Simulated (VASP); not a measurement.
# Rh2O5 (cubic X2O5 type) (Pn-3m) in VASP: further runs

Rh2O5 (cubic X2O5 type) is run at these levels: PBE; tasks: single point.

All numbers are computed with VASP 6.6.1; they aren't measurements. Logs are shortened: lines on timing, memory, paths and dates and some standing lists are left out, and cuts for length are marked.

## (1) The cell of the first run

It takes space group Pn-3m (No. 224, cubic). The conventional cell has a = 5.042 Å, b = 5.042 Å, c = 5.042 Å, α = 90.00°, β = 90.00°, γ = 90.00°. Within 2.9 Å of Rh (site symmetry -3m) lie 12 O at 2.18 to 2.52 Å. Within 2.9 Å of O (site symmetry -3m) lie 6 O at 2.18 Å and 6 Rh at 2.52 Å. O (site symmetry -42m) has 4 Rh at 2.18 Å and 8 O at 2.18 to 2.52 Å within 2.9 Å.

## (2) Single point, PBE

INCAR

```
SYSTEM = Rh2O5
PREC     = Accurate       ! precision mode
ENCUT    = 520            ! plane-wave cutoff, eV
EDIFF    = 1E-6           ! SCF threshold, eV
ISMEAR   = -1             ! smearing method
SIGMA    = 0.06122561905347299 ! smearing width, eV
LREAL    = .False.        ! projectors in reciprocal space
LASPH    = .True.         ! aspherical terms in the spheres
NELM     = 60             ! most SCF steps
ALGO     = Normal         ! electronic algorithm
ISIF     = 2              ! what is computed and relaxed
LWAVE    = .False.        ! write WAVECAR
LCHARG   = .False.        ! write CHGCAR
GGA      = PE             ! functional
NBANDS   = 73             ! bands
```

KPOINTS

```
Automatic mesh
0
Gamma
  8 8 8
  0 0 0
```

POSCAR

```
Rh2O5
1.0
    5.0422161640      0.0000000000      0.0000000000
    0.0000000000      5.0422161640      0.0000000000
    0.0000000000      0.0000000000      5.0422161640
Rh O
4 10
Direct
    0.0000000000      0.0000000000      0.0000000000
    0.5000000000      0.5000000000      0.0000000000
    0.5000000000      0.0000000000      0.5000000000
    0.0000000000      0.5000000000      0.5000000000
    0.5000000000      0.0000000000      0.0000000000
    0.0000000000      0.5000000000      0.0000000000
    0.0000000000      0.0000000000      0.5000000000
    0.5000000000      0.5000000000      0.5000000000
    0.7500000000      0.7500000000      0.2500000000
    0.7500000000      0.2500000000      0.7500000000
    0.2500000000      0.7500000000      0.7500000000
    0.7500000000      0.2500000000      0.2500000000
    0.2500000000      0.7500000000      0.2500000000
    0.2500000000      0.2500000000      0.7500000000
```

Potentials or basis: VASP PAW PBE potentials, release 64 (Rh_pv, O).

The run is started by

```bash
> cat potpaw_PBE.64/Rh_pv/POTCAR potpaw_PBE.64/O/POTCAR > POTCAR
> mpirun -np 1 vasp_std > vasp.out
```

OUTCAR:

```text
SYSTEM = Rh2O5
   PREC = Accurate
   ENCUT = 520
   EDIFF = 1E-6
   ISMEAR = -1
   LREAL = .False.
   LASPH = .True.
   NELM = 60
   ISIF = 2
   GGA = PE

 ion  position               nearest neighbor table
   1  0.000  0.000  0.000-   9 2.18  10 2.18  11 2.18  12 2.18  13 2.18  14 2.18   5 2.52   6 2.52
                             7 2.52   7 2.52   6 2.52   5 2.52
   2  0.500  0.500  0.000-   9 2.18  10 2.18  11 2.18  12 2.18  13 2.18  14 2.18   5 2.52   6 2.52
                             8 2.52   8 2.52   5 2.52   6 2.52
   3  0.500  0.000  0.500-   9 2.18  10 2.18  11 2.18  12 2.18  13 2.18  14 2.18   5 2.52   7 2.52
                             8 2.52   5 2.52   8 2.52   7 2.52
   4  0.000  0.500  0.500-   9 2.18  10 2.18  11 2.18  12 2.18  13 2.18  14 2.18   6 2.52   7 2.52
                             8 2.52   6 2.52   7 2.52   8 2.52
   5  0.500  0.000  0.000-   1 2.52   2 2.52   3 2.52   3 2.52   2 2.52   1 2.52
   6  0.000  0.500  0.000-   1 2.52   2 2.52   4 2.52   4 2.52   1 2.52   2 2.52
   7  0.000  0.000  0.500-   1 2.52   3 2.52   4 2.52   1 2.52   4 2.52   3 2.52
   8  0.500  0.500  0.500-   2 2.52   3 2.52   4 2.52   2 2.52   3 2.52   4 2.52
   9  0.750  0.750  0.250-   1 2.18   2 2.18   3 2.18   4 2.18
  10  0.750  0.250  0.750-   1 2.18   2 2.18   3 2.18   4 2.18
  11  0.250  0.750  0.750-   1 2.18   2 2.18   3 2.18   4 2.18
  12  0.750  0.250  0.250-   1 2.18   2 2.18   3 2.18   4 2.18
  13  0.250  0.750  0.250-   1 2.18   2 2.18   3 2.18   4 2.18
  14  0.250  0.250  0.750-   1 2.18   2 2.18   3 2.18   4 2.18

  LATTYP: Found a simple cubic cell.
 ALAT       =     5.0422161640

  Lattice vectors:

 A1 = (   5.0422161640,   0.0000000000,   0.0000000000)
 A2 = (   0.0000000000,   5.0422161640,   0.0000000000)
 A3 = (   0.0000000000,   0.0000000000,   5.0422161640)

Analysis of symmetry for initial positions (statically):
=====================================================================
 Subroutine PRICEL returns:
 Original cell was already a primitive cell.

 Routine SETGRP: Setting up the symmetry group for a
 simple cubic supercell.

 Subroutine GETGRP returns: Found 48 space group operations
 (whereof 12 operations were pure point group operations)
 out of a pool of 48 trial point group operations.

The static configuration has the point symmetry D_3d.
 The point group associated with its full space group is O_h .

Analysis of symmetry for dynamics (positions and initial velocities):
=====================================================================
 Subroutine PRICEL returns:
 Original cell was already a primitive cell.

 Routine SETGRP: Setting up the symmetry group for a
 simple cubic supercell.

 Subroutine GETGRP returns: Found 48 space group operations
 (whereof 12 operations were pure point group operations)
 out of a pool of 48 trial point group operations.

The dynamic configuration has the point symmetry D_3d.
 The point group associated with its full space group is O_h .

 Subroutine INISYM returns: Found 48 space group operations
 (whereof 12 operations are pure point group operations),
 and found     1 'primitive' translations

----------------------------------------------------------------------------------------

                                     Primitive cell

  volume of cell :     128.1930

  direct lattice vectors                    reciprocal lattice vectors
     5.042216164  0.000000000  0.000000000     0.198325492  0.000000000  0.000000000
     0.000000000  5.042216164  0.000000000     0.000000000  0.198325492  0.000000000
     0.000000000  0.000000000  5.042216164     0.000000000  0.000000000  0.198325492

  length of vectors
     5.042216164  5.042216164  5.042216164     0.198325492  0.198325492  0.198325492

  position of ions in fractional coordinates (direct lattice)
     0.000000000  0.000000000  0.000000000
     0.500000000  0.500000000  0.000000000
     0.500000000  0.000000000  0.500000000
     0.000000000  0.500000000  0.500000000
     0.500000000  0.000000000  0.000000000
     0.000000000  0.500000000  0.000000000
     0.000000000  0.000000000  0.500000000
     0.500000000  0.500000000  0.500000000
     0.750000000  0.750000000  0.250000000
     0.750000000  0.250000000  0.750000000
     0.250000000  0.750000000  0.750000000
     0.750000000  0.250000000  0.250000000
     0.250000000  0.750000000  0.250000000
     0.250000000  0.250000000  0.750000000

[... 31 lines left out ...]

  Length of vectors
     0.024790686  0.024790686  0.024790686

  Shift w.r.t. Gamma in fractional coordinates (k-lattice)
     0.000000000  0.000000000  0.000000000

 Subroutine IBZKPT returns following result:
 ===========================================

 Found     35 irreducible k-points:

 Following reciprocal coordinates:
            Coordinates               Weight
  0.000000  0.000000  0.000000      1.000000
  0.125000  0.000000  0.000000      6.000000
  0.250000  0.000000  0.000000      6.000000
  0.375000  0.000000  0.000000      6.000000
  0.500000  0.000000  0.000000      3.000000
  0.125000  0.125000  0.000000     12.000000
[... 16 lines left out ...]
  0.375000  0.375000  0.125000     24.000000
  0.500000  0.375000  0.125000     24.000000
 [... further k-points ...]
   k-points           NKPTS =     35   k-points in BZ     NKDIM =     35   number of bands    NBANDS=     73
   number of dos      NEDOS =    301   number of ions     NIONS =     14
   total plane-waves  NPLWV =  64000
   dimension x,y,z NGX =    40 NGY =   40 NGZ =   40
   dimension x,y,z NGXF=    80 NGYF=   80 NGZF=   80
   ions per type =               4  10
   NGX,Y,Z   is equivalent  to a cutoff of  13.19, 13.19, 13.19 a.u.
   NGXF,Y,Z  is equivalent  to a cutoff of  26.38, 26.38, 26.38 a.u.
 SYSTEM =  Rh2O5
   PREC   = accura    normal or accurate (medium, high low for compatibility)
   ISTART =      0    job   : 0-new  1-cont  2-samecut
   ICHARG =      2    charge: 1-file 2-atom 10-const
   ISPIN  =      1    spin polarized calculation?
   LNONCOLLINEAR =      F non collinear calculations
   LSORBIT =      F    spin-orbit coupling
   LASPH  =      T    aspherical Exc in radial PAW
   ENCUT  =  520.0 eV  38.22 Ry    6.18 a.u.   9.38  9.38  9.38*2*pi/ulx,y,z
   NELM   =     60;   NELMIN=  2; NELMDL= -5     # of ELM steps
   EDIFF  = 0.1E-05   stopping-criterion for ELM
   LREAL  =      F    real-space projection
   EDIFFG = 0.1E-04   stopping-criterion for IOM
   NSW    =      0    number of steps for IOM
   IBRION =     -1    ionic relax: 0-MD 1-quasi-New 2-CG
   NFREE  =      0    steps in history (QN), initial steepest desc. (CG)
   ISIF   =      2    stress and relaxation
   ISYM   =      2    0-nonsym 1-usesym 2-fastsym
   POTIM  = 0.5000    time-step for ionic-motion
   TEBEG  =    0.0;   TEEND  =   0.0 temperature during run
   PSTRESS=    0.0 pullay stress
   NELECT =     120.0000    total number of electrons
   NUPDOWN=      -1.0000    fix difference up-down
   EMIN   =  10.00;   EMAX   =-10.00  energy-range for DOS
   EFERMI =   0.00;   METHOD = LEGACY
   ISMEAR =    -1;   SIGMA  =   0.06  broadening in eV -4-tet -1-fermi 0-gaus
   EFERMI_NEDOS =   21; number of points for ismear=-14 and -15
   IALGO  =     38    algorithm
   IMIX   =      4    mixing-type and parameters
     AMIX     =   0.40;   BMIX     =  1.00
     AMIX_MAG =   1.60;   BMIX_MAG =  1.00
  volume/ion in A,a.u.               =       9.16        61.79
  Fermi-wavevector in a.u.,A,eV,Ry     =   1.601451  3.026304 34.894139  2.564647
  Thomas-Fermi vector in A             =   2.698428
   LORBIT       =      0    0 simple, 1 ext, 2 COOP (PROOUT), +10 PAW based schemes
   GGA     = PE    functional components
   LHFCALC =     F    Hartree Fock is set to
   AEXX    =    0.0000 exact exchange contribution
   IVDW    =     0    specifies the selected vdW correction
   LEPSILON=     F    determine dielectric tensor
   LRPA    =     F    only Hartree local field effects (RPA)
 non-spin polarized calculation
  energy-cutoff  :      520.00
  volume of cell :      128.19
 maximum number of plane-waves:      3483
 NGX is ok and might be reduce to    40
   NGX = 19   NGY = 19   NGZ = 19

 number of electron     120.0000015 magnetization

 Free energy of the ion-electron system (eV)
  ---------------------------------------------------
  ext. energy  EPLUGINS =         0.00000000
  ---------------------------------------------------
  free energy    TOTEN  =       -68.81860287 eV

  energy without entropy =      -68.64904920  energy(sigma->0) =      -68.73382603

 E-fermi :   7.2784     XC(G=0): -12.9918

 val. band max:        7.2747910981   @ k =   0.1250   0.0000   0.0000
 cond. band min:       7.2868352120   @ k =   0.1250   0.1250   0.0000
 fundamental gap:      0.0120441139
 Fermi energy:         7.2784212204

 k-point     1 :       0.0000    0.0000    0.0000
  band No.  band energies     occupation
      1     -39.9009      2.00000
      2     -39.9009      2.00000
      3     -39.8738      2.00000
      4     -39.8738      2.00000
      5     -39.8738      2.00000
      6     -39.8636      2.00000
[... 1789 lines left out ...]
     71       9.0136      0.00000
     72       9.1507      0.00000

 [... further k-points ...]

 [bands above 72 left out]

------------------------ aborting loop because EDIFF is reached ----------------------------------------

  FORCE on cell =-STRESS in cart. coord.  units (eV):
  Direction    XX          YY          ZZ          XY          YZ          ZX
  --------------------------------------------------------------------------------------
  -------------------------------------------------------------------------------------
  Total        3.5003826      3.5003826      3.5003826     -0.0000000     -0.0000000     -0.0000000
  in kB       43.7483545     43.7483545     43.7483545     -0.0000000     -0.0000000     -0.0000000
  external PRESSURE =      43.7483545 kB  Pullay stress =       0.0000000 kB

 VOLUME and BASIS-vectors are now :
 -----------------------------------------------------------------------------
  energy-cutoff  :      520.00
  volume of cell :      128.19
      direct lattice vectors                 reciprocal lattice vectors
     5.042216164  0.000000000  0.000000000     0.198325492  0.000000000  0.000000000
     0.000000000  5.042216164  0.000000000     0.000000000  0.198325492  0.000000000
     0.000000000  0.000000000  5.042216164     0.000000000  0.000000000  0.198325492

 POSITION                                       TOTAL-FORCE (eV/Angst)
 -----------------------------------------------------------------------------------
      0.00000      0.00000      0.00000        -0.000000      0.000000      0.000000
      2.52111      2.52111      0.00000        -0.000000      0.000000      0.000000
      2.52111      0.00000      2.52111        -0.000000      0.000000      0.000000
      0.00000      2.52111      2.52111        -0.000000      0.000000      0.000000
      2.52111      0.00000      0.00000        -0.000000      0.000000      0.000000
      0.00000      2.52111      0.00000        -0.000000      0.000000      0.000000
      0.00000      0.00000      2.52111        -0.000000      0.000000      0.000000
      2.52111      2.52111      2.52111        -0.000000      0.000000      0.000000
      3.78166      3.78166      1.26055         0.000000     -0.000000      0.000000
      3.78166      1.26055      3.78166        -0.000000      0.000000      0.000000
      1.26055      3.78166      3.78166         0.000000     -0.000000      0.000000
      3.78166      1.26055      1.26055        -0.000000      0.000000     -0.000000
      1.26055      3.78166      1.26055         0.000000     -0.000000     -0.000000
      1.26055      1.26055      3.78166         0.000000     -0.000000      0.000000
 -----------------------------------------------------------------------------------
    total drift:                               -0.000000      0.000000     -0.000000

  FREE ENERGIE OF THE ION-ELECTRON SYSTEM (eV)
  ---------------------------------------------------
  free  energy   TOTEN  =       -68.8186028700 eV

  energy  without entropy=      -68.6490491985  energy(sigma->0) =      -68.73382603
```

Wall time 7.4 min (1 thread of Intel Xeon Platinum 8259CL at 2.50GHz (Skylake/Cascade Lake), shared host); peak memory 0.38 GiB.

What came out:

```
Free energy            : -68.8186 eV
Pressure               : 4.4 GPa
Band gap on the k mesh : zero (bands 60 and 61 overlap by 0.98 eV)
```

Caveat: the cell stands under pressure.

(Continued in part 2 of 2.)
